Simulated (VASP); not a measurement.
# Rb2H3 in VASP: a series of runs, part 2 of 2

VASP 6.6.1. The steps go on from the part before.

## Step 3: Relaxation of cell and atoms, PBE

This run uses another cell than the first one, of 19.61 Å³/atom.

Contents of INCAR:

```
  ALGO = Normal
  EDIFF = 1E-6
  EDIFFG = -0.04
  ENCUT = 600
  GGA = PE
  IBRION = 2
  ISIF = 3
  ISMEAR = 0
  LASPH = T
  LCHARG = F
  LREAL = F
  LWAVE = F
  NELM = 60
  NSW = 90
  PREC = Accurate
  SIGMA = 0.1
```

Contents of KPOINTS:

```
k-points
0
Gamma
  6 6 4
```

Contents of POSCAR:

```
Rb2H3
1.0
    4.1751550318      0.0000000000      0.0000000000
   -2.0875775159      3.6157903223      0.0000000000
    0.0000000000      0.0000000000      6.4958630317
Rb H
2 3
Direct
    0.3333333333      0.6666666667      0.2450000000
    0.6666666667      0.3333333333      0.7550000000
    0.0000000000      0.0000000000      0.0000000000
    0.3333333333      0.6666666667      0.6450000000
    0.6666666667      0.3333333333      0.3550000000
```

Potentials or basis: VASP PAW PBE potentials, release 64 (Rb_sv, H).

On the command line:

```console
$ cat potpaw_PBE.64/Rb_sv/POTCAR potpaw_PBE.64/H/POTCAR > POTCAR
$ mpirun -np 1 vasp_std > vasp.out
```

OUTCAR:

```text
EDIFF = 1E-6
   EDIFFG = -0.04
   ENCUT = 600
   GGA = PE
   IBRION = 2
   ISIF = 3
   ISMEAR = 0
   LASPH = T
   LREAL = F
   NELM = 60
   NSW = 90
   PREC = Accurate

 ion  position               nearest neighbor table
   1  0.333  0.667  0.245-   5 2.51   5 2.51   5 2.51   4 2.60   3 2.89   3 2.89   3 2.89   2 3.99
                             2 3.99   2 3.99   2 4.10   2 4.10   2 4.10   2 5.78   2 5.78   2 5.78
   2  0.667  0.333  0.755-   4 2.51   4 2.51   4 2.51   5 2.60   3 2.89   3 2.89   3 2.89   1 3.99
                             1 3.99   1 3.99   1 4.10   1 4.10   1 4.10   1 5.78   1 5.78   1 5.78
   3  0.000  0.000  0.000-   1 2.89   2 2.89   2 2.89   1 2.89   2 2.89   1 2.89
   4  0.333  0.667  0.645-   2 2.51   2 2.51   2 2.51   1 2.60
   5  0.667  0.333  0.355-   1 2.51   1 2.51   1 2.51   2 2.60

  LATTYP: Found a hexagonal cell.
 ALAT       =     4.1751550318
 C/A-ratio  =     1.5558375634

  Lattice vectors:

 A1 = (   4.1751550318,   0.0000000000,   0.0000000000)
 A2 = (  -2.0875775159,   3.6157903223,   0.0000000000)
 A3 = (   0.0000000000,   0.0000000000,   6.4958630317)
[... 377 lines left out ...]
--------------------------------------- Ionic step       29  -------------------------------------------

 number of electron      20.9999998 magnetization

 Free energy of the ion-electron system (eV)
  ---------------------------------------------------
  ext. energy  EPLUGINS =         0.00000000
  ---------------------------------------------------
  free energy    TOTEN  =       -10.44869544 eV

  energy without entropy =      -10.43114749  energy(sigma->0) =      -10.43992146

 E-fermi :  -2.0142     XC(G=0):  -6.7743

 val. band max:       -2.0296623337   @ k =   0.3333   0.1667   0.5000
 cond. band min:      -2.0142159024   @ k =   0.3333   0.0000   0.2500
 fundamental gap:      0.0154464313
 Fermi energy:        -2.0142181036

 k-point     1 :       0.0000    0.0000    0.0000
  band No.  band energies     occupation
      1     -27.4422      2.00000
      2     -27.3820      2.00000
      3     -11.8123      2.00000
      4     -11.5494      2.00000
      5     -11.5494      2.00000
      6     -11.4022      2.00000
      7     -11.4022      2.00000
      8     -11.3522      2.00000
      9      -4.0027      2.00000
     10      -2.5190      2.00000
     11      -1.4355      0.00000
     12       4.0487      0.00000
     13       4.0487      0.00000
     14       4.2538      0.00000
[... 421 lines left out ...]
  FREE ENERGIE OF THE ION-ELECTRON SYSTEM (eV)
  ---------------------------------------------------
  free  energy   TOTEN  =       -10.4486954400 eV

  energy  without entropy=      -10.4311474855  energy(sigma->0) =      -10.43992146

 reached required accuracy - stopping structural energy minimisation
```

Run time: 7.1 min. Hardware: 1 thread of Intel Xeon 6975P-C (Granite Rapids), shared host; peak memory 0.28 GiB.

What came out:

```
Free energy                           : -10.4487 eV
Relaxed volume                        : 25.16 Å³/atom
Relaxed cell                          : a = 4.905 Å, b = 4.905 Å, c = 6.039 Å, α = 90.00°, β = 90.00°, γ = 120.00°
Space group after relaxing (to 0.1 Å) : P-3m1 (No. 164)
Energy gained by relaxing             : 129.3 meV/atom
Ionic steps                           : 29
Pressure after relaxing               : 0.1 GPa
Largest force after relaxing          : 0.039 eV/Å
Band gap on the k mesh                : zero (an odd number of electrons rules out a gap without spin polarisation)
```

Forces on the atoms (eV/Å):
```
Rb   0.000  0.000  0.012
Rb   0.000  0.000 -0.012
H    0.000  0.000  0.000
H    0.000  0.000  0.039
H    0.000  0.000 -0.039
```

Step by step:
```
step  energy change (eV)  largest force (eV/Å)  pressure (GPa)  volume (Å³)
   1              0.0000                0.5793            5.18        98.06
   2             -0.2670                0.3679            3.13       107.34
   3             -0.4978                0.0560            0.47       127.03
   4             -0.5065                0.0328            0.05       131.68
   5             -0.5067                0.0340           -0.02       132.49
   6             -0.5065                0.0350           -0.08       133.25
   7             -0.5080                0.0421           -0.08       133.20
   8             -0.5118                0.0638           -0.08       133.04
   9             -0.5172                0.1102           -0.09       132.66
  10             -0.5175                0.2157           -0.06       131.60
  11             -0.5191                0.1639           -0.08       132.15
  12             -0.5208                0.1678           -0.08       131.96
  13             -0.5261                0.1788           -0.05       131.40
  14             -0.5373                0.1999           -0.02       130.24
  15             -0.5602                0.2345            0.07       127.76
  16             -0.5728                0.2305            0.42       122.16
  17             -0.5769                0.2536            0.26       124.05
  18             -0.5767                0.2477            0.32       123.29
  19             -0.5829                0.2235            0.31       123.24
  20             -0.5925                0.1412            0.30       123.07
  21             -0.6014                0.1306            0.25       123.65
  22             -0.6219                0.1031            0.07       125.38
  23             -0.6398                0.0609           -0.19       128.75
  24             -0.6403                0.0556           -0.21       129.25
  25             -0.6429                0.0516           -0.12       128.10
  26             -0.6449                0.0461            0.01       126.54
  27             -0.6432                0.0357            0.31       123.43
  28             -0.6452                0.0432            0.09       125.67
  29             -0.6467                0.0390            0.07       125.81
```

Final structure:
```xyz
5
Lattice="4.9045 0.0000 0.0000 -2.4523 4.2474 0.0000 0.0000 0.0000 6.0393" Properties=species:S:1:pos:R:3 pbc="T T T"
Rb    0.0000    2.8316    1.4001
Rb    2.4523    1.4158    4.6392
H     0.0000    0.0000    0.0000
H     0.0000    2.8316    4.3844
H     2.4523    1.4158    1.6548
```

Levels at points of the mesh, in eV from the Fermi level:
```tsv
k point	band 7	band 8	band 9	band 10	band 11	band 12	band 13	band 14
(0.00, 0.00, 0.00)	-9.39	-9.34	-1.99	-0.50	0.58	6.06	6.06	6.27
(0.50, 0.00, 0.00)	-9.47	-9.38	-0.57	-0.50	-0.26	4.89	5.92	6.47
(0.00, 0.00, 0.50)	-9.43	-9.43	-1.44	-0.76	0.78	5.46	5.86	5.86
(0.50, 0.00, 0.50)	-9.38	-9.37	-0.49	-0.15	-0.08	3.83	5.58	6.24
```

Caveat: the volume moved by over 15 % at a fixed basis, so the end points are rough; an odd number of electrons without spin polarisation forces a metal; a magnetic or distorted state may lie lower.

## Step 4: Single point, PBE

This run uses another cell than the first one, of 25.30 Å³/atom.

Contents of INCAR:

```
PREC     = Accurate       # precision mode
ENCUT    = 520            # plane-wave cutoff, eV
EDIFF    = 1E-6           # SCF threshold, eV
ISMEAR   = 0              # smearing method
SIGMA    = 0.1            # smearing width, eV
LREAL    = False          # projectors in reciprocal space
LASPH    = True           # aspherical terms in the spheres
NELM     = 60             # most SCF steps
ALGO     = Normal         # electronic algorithm
ISIF     = 2              # what is computed and relaxed
LWAVE    = False          # write WAVECAR
LCHARG   = False          # write CHGCAR
GGA      = PE             # functional
NBANDS   = 18             # bands
```

Contents of KPOINTS:

```
regular mesh
0
Gamma
  12 12 6
```

Contents of POSCAR:

```
Rb2H3
1.0
    4.9349440341      0.0000000000      0.0000000000
   -2.4674720170      4.2737868998      0.0000000000
    0.0000000000      0.0000000000      5.9987430555
Rb H
2 3
Direct
    0.3333333333      0.6666666667      0.2338247038
    0.6666666667      0.3333333333      0.7661752962
    0.0000000000      0.0000000000      0.0000000000
    0.3333333333      0.6666666667      0.7362801439
    0.6666666667      0.3333333333      0.2637198561
```

Potentials or basis: VASP PAW PBE potentials, release 64 (Rb_sv, H).

On the command line:

```console
$ cat potpaw_PBE.64/Rb_sv/POTCAR potpaw_PBE.64/H/POTCAR > POTCAR
$ mpirun -np 1 vasp_std > vasp.out
```

OUTCAR:

```text
PREC = Accurate
   ENCUT = 520
   EDIFF = 1E-6
   ISMEAR = 0
   LREAL = False
   LASPH = True
   NELM = 60
   ISIF = 2
   GGA = PE

 ion  position               nearest neighbor table
   1  0.333  0.667  0.234-   5 2.85   5 2.85   5 2.85   4 2.98   4 3.01   3 3.18   3 3.18   3 3.18
                             2 4.00   2 4.00   2 4.00   2 4.28   2 4.28   2 4.28
   2  0.667  0.333  0.766-   4 2.85   4 2.85   4 2.85   5 2.98   5 3.01   3 3.18   3 3.18   3 3.18
                             1 4.00   1 4.00   1 4.00   1 4.28   1 4.28   1 4.28
   3  0.000  0.000  0.000-   1 3.18   2 3.18   1 3.18   2 3.18   2 3.18   1 3.18
   4  0.333  0.667  0.736-   2 2.85   2 2.85   2 2.85   1 2.98   1 3.01
[... 712 lines left out ...]
  Total        0.0131158      0.0131158     -0.0335583      0.0000000      0.0000000      0.0000000
  in kB        0.1660928      0.1660928     -0.4249670      0.0000000      0.0000000      0.0000000
  external PRESSURE =      -0.0309271 kB  Pullay stress =       0.0000000 kB

 VOLUME and BASIS-vectors are now :
 -----------------------------------------------------------------------------
  energy-cutoff  :      520.00
  volume of cell :      126.52
      direct lattice vectors                 reciprocal lattice vectors
     4.934944034  0.000000000  0.000000000     0.202636543  0.116992263  0.000000000
    -2.467472017  4.273786900  0.000000000     0.000000000  0.233984526  0.000000000
     0.000000000  0.000000000  5.998743056     0.000000000  0.000000000  0.166701589

 POSITION                                       TOTAL-FORCE (eV/Angst)
 -----------------------------------------------------------------------------------
     -0.00000      2.84919      1.40265         0.000000     -0.000000      0.005540
      2.46747      1.42460      4.59609        -0.000000      0.000000     -0.005540
      0.00000      0.00000      0.00000        -0.000000      0.000000      0.000000
     -0.00000      2.84919      4.41676        -0.000000      0.000000     -0.001842
      2.46747      1.42460      1.58199         0.000000      0.000000      0.001842
 -----------------------------------------------------------------------------------
    total drift:                                0.000000     -0.000000     -0.000000

  FREE ENERGIE OF THE ION-ELECTRON SYSTEM (eV)
  ---------------------------------------------------
  free  energy   TOTEN  =       -10.4624520581 eV

  energy  without entropy=      -10.4456421304  energy(sigma->0) =      -10.45404709
```

OSZICAR:

```text
N       E                     dE             d eps       ncg     rms          rms(c)
DAV:   1     0.995331246591E+02    0.99533E+02   -0.81073E+03  3600   0.906E+02
DAV:   2    -0.232639166406E+01   -0.10186E+03   -0.99276E+02  4490   0.188E+02
DAV:   3    -0.110491914335E+02   -0.87228E+01   -0.86605E+01  5594   0.530E+01
DAV:   4    -0.113611170987E+02   -0.31193E+00   -0.31178E+00  5268   0.741E+00
DAV:   5    -0.113662045741E+02   -0.50875E-02   -0.50872E-02  5186   0.887E-01    0.552E+00
DAV:   6    -0.106725316671E+02    0.69367E+00   -0.25722E+00  3916   0.317E+00    0.325E+00
DAV:   7    -0.104874405820E+02    0.18509E+00   -0.85430E-01  4096   0.211E+00    0.225E+00
DAV:   8    -0.104391857136E+02    0.48255E-01   -0.36140E-01  3968   0.170E+00    0.944E-01
DAV:   9    -0.104587391645E+02   -0.19553E-01   -0.35787E-02  3838   0.723E-01    0.124E-01
DAV:  10    -0.104604558494E+02   -0.17167E-02   -0.33228E-03  4868   0.194E-01    0.708E-02
DAV:  11    -0.104622850872E+02   -0.18292E-02   -0.21002E-03  3788   0.168E-01    0.271E-02
DAV:  12    -0.104624335931E+02   -0.14851E-03   -0.22655E-04  4012   0.534E-02    0.763E-03
DAV:  13    -0.104624513506E+02   -0.17757E-04   -0.26228E-05  4008   0.242E-02    0.253E-03
DAV:  14    -0.104624520581E+02   -0.70758E-06   -0.16097E-06  4010   0.578E-03
   1 F= -.10462452E+02 E0= -.10454047E+02  d E =-.168099E-01
```

Run time: 1.7 min. Hardware: 1 thread of Intel Xeon 6975P-C (Granite Rapids), shared host; peak memory 0.38 GiB.

What came out:

```
Free energy            : -10.4625 eV
Pressure               : 0.0 GPa
Largest force          : 0.006 eV/Å
Band gap on the k mesh : zero (an odd number of electrons rules out a gap without spin polarisation)
```

Forces in eV/Å, atoms in the order of the input:
```
Rb   0.000  0.000  0.006
Rb   0.000  0.000 -0.006
H    0.000  0.000  0.000
H    0.000  0.000 -0.002
H    0.000  0.000  0.002
```

Levels at points of the mesh, in eV from the Fermi level:
```
           k point  band 6  band 7  band 8  band 9  band 10  band 11  band 12  band 13  band 14  band 15
(0.00, 0.00, 0.00)   -9.41   -9.41   -9.36   -1.99    -0.52     0.61     6.03     6.03     6.11     7.04
(0.50, 0.00, 0.00)   -9.53   -9.49   -9.40   -0.59    -0.51    -0.26     4.88     5.95     6.45     6.87
(0.00, 0.00, 0.50)   -9.51   -9.46   -9.46   -1.45    -0.72     0.81     5.30     5.82     5.82     6.18
(0.50, 0.00, 0.50)   -9.48   -9.40   -9.39   -0.49    -0.14    -0.09     3.83     5.52     6.25     6.76
```

Caveat: an odd number of electrons without spin polarisation forces a metal; a magnetic or distorted state may lie lower.

## Step 5: Overview

```tsv
task	cell	k mesh	cutoff (eV)	gap on the mesh (eV)	pressure (GPa)	largest force (eV/Å)
single point	a = 4.870, b = 4.957, c = 5.982 Å, angles 90.2, 90.2, 119.6°, 5 atoms, atomic positions A	6 × 6 × 4	520	none	0.1	0.01
relaxation of cell and atoms	relaxed from a = 4.175, b = 4.175, c = 6.496 Å, angles 90.0, 90.0, 120.0°, 5 atoms, atomic positions B	6 × 6 × 4	600	none	0.1	0.04
single point	a = 4.935, b = 4.935, c = 5.999 Å, angles 90.0, 90.0, 120.0°, 5 atoms, atomic positions C	12 × 12 × 6	520	none	0.0	0.01
```

Alike in all rows: level PBE; potentials or basis VASP PAW PBE potentials, release 64 (Rb_sv, H); no spin polarisation; smearing gaussian 0.1 eV.

Caveats: an odd number of electrons without spin polarisation forces a metal; a magnetic or distorted state may lie lower; the volume moved by over 15 % at a fixed basis, so the end points are rough (at least some runs).

Absolute energies hang on the potentials; compare differences alone.

The gap in the log of VASP goes by the Fermi energy; the results here count the filled bands.